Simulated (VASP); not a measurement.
# Ni3Ge in VASP: a series of runs, part 2 of 2

VASP 6.6.1.

### Step 5. Single point, r2SCAN+D4

This run uses another cell than the first one, of 10.92 Å³/atom.

Input file POSCAR:

```
Ni3Ge
1.0
    3.5214382558      0.0000000000      0.0000000000
    0.0000000000      3.5214382558      0.0000000000
    0.0000000000      0.0000000000      3.5214382558
Ni Ge
3 1
Direct
    0.5000000000      0.0000000000      0.5000000000
    0.0000000000      0.5000000000      0.5000000000
    0.5000000000      0.5000000000      0.0000000000
    0.0000000000      0.0000000000      0.0000000000
```

Input file INCAR.step1:

```
PREC = Accurate
ENCUT = 520
ISMEAR = 0
SIGMA = 0.1
LREAL = False
LASPH = True
NELM = 60
NBANDS = 30
GGA = PE
ALGO = Normal
EDIFF = 1E-4
LWAVE = True
LCHARG = False
```

Input file INCAR.step2:

```
PREC = Accurate
ENCUT = 520
EDIFF = 1E-7
ISMEAR = 0
SIGMA = 0.1
LREAL = False
LASPH = True
NELM = 60
ALGO = Normal
ISIF = 2
LWAVE = False
LCHARG = False
METAGGA = R2SCAN
LMIXTAU = True
IVDW = 13
VDW_S6 = 1.0
VDW_S8 = 0.6018749
VDW_A1 = 0.51559235
VDW_A2 = 5.77342911
NBANDS = 30
ISTART = 1
```

Input file KPOINTS:

```
Automatic mesh
0
Gamma
  12 12 12
```

Potentials or basis: VASP PAW PBE potentials, release 64 (Ni, Ge_d).

Command:

```console
> cat potpaw_PBE.64/Ni/POTCAR potpaw_PBE.64/Ge_d/POTCAR > POTCAR
> cp INCAR.step1 INCAR
> mpirun -np 1 vasp_std > vasp.out
> cp INCAR.step2 INCAR
> mpirun -np 1 vasp_std > vasp.out
```

OUTCAR:

```text
PREC = Accurate
   ENCUT = 520
   EDIFF = 1E-7
   ISMEAR = 0
   LREAL = False
   LASPH = True
   NELM = 60
   ISIF = 2
   METAGGA = R2SCAN
   IVDW = 13
   ISTART = 1

 ion  position               nearest neighbor table
   1  0.500  0.000  0.500-   2 2.49   3 2.49   4 2.49   3 2.49   4 2.49   2 2.49   3 2.49   3 2.49
                             2 2.49   4 2.49   4 2.49   2 2.49
   2  0.000  0.500  0.500-   1 2.49   3 2.49   4 2.49   3 2.49   4 2.49   1 2.49   4 2.49   4 2.49
                             1 2.49   3 2.49   3 2.49   1 2.49
   3  0.500  0.500  0.000-   1 2.49   2 2.49   4 2.49   1 2.49   2 2.49   1 2.49   4 2.49   1 2.49
                             2 2.49   4 2.49   2 2.49   4 2.49
   4  0.000  0.000  0.000-   1 2.49   2 2.49   3 2.49   1 2.49   2 2.49   2 2.49   3 2.49   2 2.49
                             1 2.49   3 2.49   1 2.49   3 2.49

  LATTYP: Found a simple cubic cell.
 ALAT       =     3.5214382558

  Lattice vectors:

 A1 = (   3.5214382558,   0.0000000000,   0.0000000000)
 A2 = (   0.0000000000,   3.5214382558,   0.0000000000)
 A3 = (   0.0000000000,   0.0000000000,   3.5214382558)

Analysis of symmetry for initial positions (statically):
=====================================================================
[... 180 lines left out ...]
 cond. band min:      10.2930721559   @ k =   0.4167   0.4167   0.3333
 fundamental gap:      0.0020558508
 Fermi energy:        10.2928624855

 k-point     1 :       0.0000    0.0000    0.0000
  band No.  band energies     occupation
      1     -15.1467      2.00000
      2     -15.1467      2.00000
      3     -15.1314      2.00000
      4     -15.1314      2.00000
      5     -15.1314      2.00000
      6      -2.8453      2.00000
[... 781 lines left out ...]
     29      20.7204      0.00000
     30      21.8928      0.00000

 [... further k-points ...]

------------------------ aborting loop because EDIFF is reached ----------------------------------------

  DFT-D4 for vdW energy calculation

  Edisp (eV):   -0.67804

  FORCE on cell =-STRESS in cart. coord.  units (eV):
  Direction    XX          YY          ZZ          XY          YZ          ZX
  --------------------------------------------------------------------------------------
  -------------------------------------------------------------------------------------
  Total       0.09488     0.09488     0.09488    -0.00000    -0.00000     0.00000
  in kB       3.48126     3.48126     3.48126    -0.00000    -0.00000     0.00000
  external pressure =        3.48 kB  Pullay stress =        0.00 kB

 VOLUME and BASIS-vectors are now :
 -----------------------------------------------------------------------------
  energy-cutoff  :      520.00
  volume of cell :       43.67
      direct lattice vectors                 reciprocal lattice vectors
     3.521438256  0.000000000  0.000000000     0.283974878  0.000000000  0.000000000
     0.000000000  3.521438256  0.000000000     0.000000000  0.283974878  0.000000000
     0.000000000  0.000000000  3.521438256     0.000000000  0.000000000  0.283974878

 POSITION                                       TOTAL-FORCE (eV/Angst)
 -----------------------------------------------------------------------------------
      1.76072      0.00000      1.76072         0.000000      0.000000      0.000000
      0.00000      1.76072      1.76072         0.000000      0.000000      0.000000
      1.76072      1.76072      0.00000         0.000000      0.000000      0.000000
      0.00000      0.00000      0.00000         0.000000      0.000000      0.000000
 -----------------------------------------------------------------------------------
    total drift:                                0.000000      0.000000      0.000000

  FREE ENERGIE OF THE ION-ELECTRON SYSTEM (eV)
  ---------------------------------------------------
  free  energy   TOTEN  =       -51.4263655937 eV

  energy  without entropy=      -51.4157726209  energy(sigma->0) =      -51.42106911
```

OUTCAR.step1:

```text
PREC = Accurate
   ENCUT = 520
   ISMEAR = 0
   LREAL = False
   LASPH = True
[... 1024 lines left out ...]
      1.76072      0.00000      1.76072         0.000000      0.000000      0.000000
      0.00000      1.76072      1.76072         0.000000      0.000000      0.000000
      1.76072      1.76072      0.00000         0.000000      0.000000      0.000000
      0.00000      0.00000      0.00000         0.000000      0.000000      0.000000
 -----------------------------------------------------------------------------------
    total drift:                                0.000000      0.000000      0.000000

  FREE ENERGIE OF THE ION-ELECTRON SYSTEM (eV)
  ---------------------------------------------------
  free  energy   TOTEN  =       -22.0335705237 eV

  energy  without entropy=      -22.0233758675  energy(sigma->0) =      -22.02847320
```

Wall time 13 min (1 thread of Intel Xeon 8259CL, shared host); peak memory 0.24 GiB.

Results:

```
Free energy                : -51.4264 eV
Pressure                   : 0.3 GPa
Band gap on the k mesh     : zero (bands 22 and 23 overlap by 0.27 eV)
Dispersion energy per atom : -0.170 eV
```

Levels at points of the mesh, in eV from the Fermi level:
```tsv
k point	band 19	band 20	band 21	band 22	band 23	band 24	band 25	band 26
(0.00, 0.00, 0.00)	-0.71	-0.71	-0.36	0.04	0.04	0.04	4.36	7.21
(0.50, 0.00, 0.00)	-1.34	-1.23	-0.65	0.04	3.77	3.77	5.24	6.05
(0.50, 0.50, 0.00)	-1.31	-1.17	-0.99	-0.95	0.63	0.63	5.95	6.97
(0.50, 0.50, 0.50)	-1.23	-1.23	-0.57	-0.23	-0.23	-0.23	0.81	4.48
```

Caveat: the PAW data sets were made with another functional, which shifts forces and pressure a little. Spin polarisation is off, so any magnetic state and its effect on volume and gap are missing.

### Step 6. Single point, r2SCAN+rVV10

This run uses another cell than the first one, of 10.91 Å³/atom.

Input file POSCAR:

```
Ni3Ge
1.0
    3.5211063778      0.0000000000      0.0000000000
    0.0000000000      3.5211063778      0.0000000000
    0.0000000000      0.0000000000      3.5211063778
Ni Ge
3 1
Direct
    0.5000000000      0.0000000000      0.5000000000
    0.0000000000      0.5000000000      0.5000000000
    0.5000000000      0.5000000000      0.0000000000
    0.0000000000      0.0000000000      0.0000000000
```

Input file INCAR.step1:

```
SYSTEM = Ni3Ge
ALGO = Normal
EDIFF = 1E-4
ENCUT = 520
GGA = PE
ISMEAR = 0
LASPH = .TRUE.
LCHARG = .FALSE.
LREAL = .FALSE.
LWAVE = .TRUE.
NBANDS = 30
NELM = 80
PREC = Accurate
SIGMA = 0.1
```

Input file INCAR.step2:

```
SYSTEM = Ni3Ge
ALGO = Normal
BPARAM = 11.95
CPARAM = 0.0093
EDIFF = 1E-6
ENCUT = 520
ISIF = 2
ISMEAR = 0
ISTART = 1
IVDW_NL = 2
LASPH = .TRUE.
LCHARG = .FALSE.
LMIXTAU = .TRUE.
LREAL = .FALSE.
LUSE_VDW = .TRUE.
LWAVE = .FALSE.
METAGGA = R2SCAN
NBANDS = 30
NELM = 80
PREC = Accurate
SIGMA = 0.1
```

Input file KPOINTS:

```
k-points
0
G
  12 12 12
  0 0 0
```

Potentials or basis: VASP PAW PBE potentials, release 64 (Ni, Ge_d).

Command:

```console
> cat potpaw_PBE.64/Ni/POTCAR potpaw_PBE.64/Ge_d/POTCAR > POTCAR
> cp INCAR.step1 INCAR
> mpirun -np 1 vasp_std > vasp.out
> cp INCAR.step2 INCAR
> mpirun -np 1 vasp_std > vasp.out
```

OUTCAR:

```text
SYSTEM = Ni3Ge
   BPARAM = 11.95
   EDIFF = 1E-6
   ENCUT = 520
   ISIF = 2
   ISMEAR = 0
   ISTART = 1
   IVDW_NL = 2
   LASPH = .TRUE.
   LREAL = .FALSE.
   METAGGA = R2SCAN
   NELM = 80
   PREC = Accurate

 ion  position               nearest neighbor table
   1  0.500  0.000  0.500-   2 2.49   3 2.49   4 2.49   3 2.49   4 2.49   2 2.49   3 2.49   3 2.49
                             2 2.49   4 2.49   4 2.49   2 2.49
   2  0.000  0.500  0.500-   1 2.49   3 2.49   4 2.49   3 2.49   4 2.49   1 2.49   4 2.49   4 2.49
                             1 2.49   3 2.49   3 2.49   1 2.49
   3  0.500  0.500  0.000-   1 2.49   2 2.49   4 2.49   1 2.49   2 2.49   1 2.49   4 2.49   1 2.49
                             2 2.49   4 2.49   2 2.49   4 2.49
   4  0.000  0.000  0.000-   1 2.49   2 2.49   3 2.49   1 2.49   2 2.49   2 2.49   3 2.49   2 2.49
                             1 2.49   3 2.49   1 2.49   3 2.49

  LATTYP: Found a simple cubic cell.
 ALAT       =     3.5211063778

  Lattice vectors:

 A1 = (   3.5211063778,   0.0000000000,   0.0000000000)
 A2 = (   0.0000000000,   3.5211063778,   0.0000000000)
 A3 = (   0.0000000000,   0.0000000000,   3.5211063778)

Analysis of symmetry for initial positions (statically):
=====================================================================
 Subroutine PRICEL returns:
 Original cell was already a primitive cell.

 Routine SETGRP: Setting up the symmetry group for a
 simple cubic supercell.

 Subroutine GETGRP returns: Found 48 space group operations
 (whereof 48 operations were pure point group operations)
 out of a pool of 48 trial point group operations.

The static configuration has the point symmetry O_h .

Analysis of symmetry for dynamics (positions and initial velocities):
=====================================================================
 Subroutine PRICEL returns:
 Original cell was already a primitive cell.

 Routine SETGRP: Setting up the symmetry group for a
 simple cubic supercell.

[... 129 lines left out ...]
  volume/ion in A,a.u.               =      10.91        73.65
  Fermi-wavevector in a.u.,A,eV,Ry     =   1.641396  3.101788 36.656534  2.694179
  Thomas-Fermi vector in A             =   2.731873
   LORBIT       =      0    0 simple, 1 ext, 2 COOP (PROOUT), +10 PAW based schemes
   METAGGA = R2SCAN    functional components
   LHFCALC =     F    Hartree Fock is set to
   AEXX    =    0.0000 exact exchange contribution
   IVDW_NL    =     2    kernel type
   BPARAM     =11.9500
   IVDW    =     0    specifies the selected vdW correction
   LEPSILON=     F    determine dielectric tensor
   LRPA    =     F    only Hartree local field effects (RPA)
 non-spin polarized calculation
 Gauss-broadening in eV      SIGMA  =   0.10
  energy-cutoff  :      520.00
  volume of cell :       43.66
 maximum number of plane-waves:      1208
 NGX is ok and might be reduce to    28
   NGX = 13   NGY = 13   NGZ = 13

 number of electron      43.9999969 magnetization

 Free energy of the ion-electron system (eV)
  ---------------------------------------------------
  ext. energy  EPLUGINS =         0.00000000
  ---------------------------------------------------
  free energy    TOTEN  =       -49.70340333 eV

  energy without entropy =      -49.69275993  energy(sigma->0) =      -49.69808163

 E-fermi :  10.2829     XC(G=0): -14.8319

 val. band max:       10.2825611793   @ k =   0.4167   0.4167   0.3333
 cond. band min:      10.3007233977   @ k =   0.5000   0.4167   0.3333
 fundamental gap:      0.0181622184
 Fermi energy:        10.2829448306

 k-point     1 :       0.0000    0.0000    0.0000
  band No.  band energies     occupation
      1     -15.1234      2.00000
      2     -15.1234      2.00000
      3     -15.1080      2.00000
      4     -15.1080      2.00000
      5     -15.1080      2.00000
      6      -2.8688      2.00000
[... 781 lines left out ...]
     29      20.6998      0.00000
     30      21.8740      0.00000

 [... further k-points ...]

------------------------ aborting loop because EDIFF is reached ----------------------------------------

  FORCE on cell =-STRESS in cart. coord.  units (eV):
  Direction    XX          YY          ZZ          XY          YZ          ZX
  --------------------------------------------------------------------------------------
  -------------------------------------------------------------------------------------
  Total        0.1400565      0.1400565      0.1400565      0.0000000      0.0000000     -0.0000000
  in kB        5.1401591      5.1401591      5.1401591      0.0000000      0.0000000     -0.0000000
  external PRESSURE =       5.1401591 kB  Pullay stress =       0.0000000 kB

 VOLUME and BASIS-vectors are now :
 -----------------------------------------------------------------------------
  energy-cutoff  :      520.00
  volume of cell :       43.66
      direct lattice vectors                 reciprocal lattice vectors
     3.521106378  0.000000000  0.000000000     0.284001644  0.000000000  0.000000000
     0.000000000  3.521106378  0.000000000     0.000000000  0.284001644  0.000000000
     0.000000000  0.000000000  3.521106378     0.000000000  0.000000000  0.284001644

 POSITION                                       TOTAL-FORCE (eV/Angst)
 -----------------------------------------------------------------------------------
      1.76055      0.00000      1.76055         0.000000      0.000000      0.000000
      0.00000      1.76055      1.76055         0.000000      0.000000      0.000000
      1.76055      1.76055      0.00000         0.000000      0.000000      0.000000
      0.00000      0.00000      0.00000         0.000000      0.000000      0.000000
 -----------------------------------------------------------------------------------
    total drift:                                0.000000      0.000000      0.000000

  FREE ENERGIE OF THE ION-ELECTRON SYSTEM (eV)
  ---------------------------------------------------
  free  energy   TOTEN  =       -49.7034033298 eV

  energy  without entropy=      -49.6927599343  energy(sigma->0) =      -49.69808163
```

Wall time 13 min (1 thread of Intel Xeon 8259CL, shared host); peak memory 0.34 GiB.

Results:

```
Free energy            : -49.7034 eV
Pressure               : 0.5 GPa
Band gap on the k mesh : zero (bands 22 and 23 overlap by 0.27 eV)
```

Caveat: the PAW data sets were made with another functional, which shifts forces and pressure a little. Spin polarisation is off, so any magnetic state and its effect on volume and gap are missing.

### Step 7. Summary

| level | spin | cell | k mesh | gap on the mesh (eV) | pressure (GPa) |
| --- | --- | --- | --- | --- | --- |
| r2SCAN | non-collinear, zero start, SOC | a = 3.530 Å, 4 atoms | 12 × 12 × 12 | - | 0.9 |
| r2SCAN | off | a = 3.533 Å, 4 atoms | 6 × 6 × 6 | none | 0.3 |
| r2SCAN+D3(BJ) | off | a = 3.514 Å, 4 atoms | 12 × 12 × 12 | none | 0.4 |
| r2SCAN+D4 | off | a = 3.521 Å, 4 atoms | 12 × 12 × 12 | none | 0.3 |
| r2SCAN+rVV10 | off | a = 3.521 Å, 4 atoms | 12 × 12 × 12 | none | 0.5 |

Alike in all rows: task single point; potentials or basis VASP PAW PBE potentials, release 64 (Ni, Ge_d); cutoff (eV) 520; smearing gaussian 0.1 eV.

Caveats: the PAW data sets were made with another functional, which shifts forces and pressure a little.

Total energies depend on the potentials used, so only differences within one code and one set of settings carry meaning.

The gap in the log of VASP goes by the Fermi energy; the results here count the filled bands.